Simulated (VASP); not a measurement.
Runs of VASP 6.6.1 on La2O3. The structure is that of space group P-3m1 (No. 164), or close to it. The cells are those of the table. 

```tsv
cell	gap on the mesh (eV)	pressure (GPa)	largest force (eV/Å)
a = 3.904, b = 3.904, c = 6.071 Å, angles 90.0, 90.0, 120.0°, 5 atoms	3.87	1.5	0.11
a = 4.020, b = 4.020, c = 6.251 Å, angles 90.0, 90.0, 120.0°, 5 atoms	3.75	-8.8	(c)
a = 3.944, b = 3.944, c = 6.132 Å, angles 90.0, 90.0, 120.0°, 5 atoms	3.84	-2.5	(b)
a = 3.983, b = 3.983, c = 6.192 Å, angles 90.0, 90.0, 120.0°, 5 atoms	3.80	-5.9	0.32
a = 3.864, b = 3.864, c = 6.008 Å, angles 90.0, 90.0, 120.0°, 5 atoms	3.87	6.2	(a)
```

Alike in all rows: task single point; level PBE+D4; potentials or basis VASP PAW PBE potentials, release 64 (La, O); no spin polarisation; k mesh 6 × 6 × 4; cutoff (eV) 520; smearing gaussian 0.01 eV.

Task: Fill in the values left out.

Result: (a) 0.36; (b) 0.12; (c) 0.50.

Caveats: spin-orbit coupling is left out, which moves the levels of the heavy elements.

A k mesh can miss the band edges, and the runs leave out spin-orbit coupling on La.
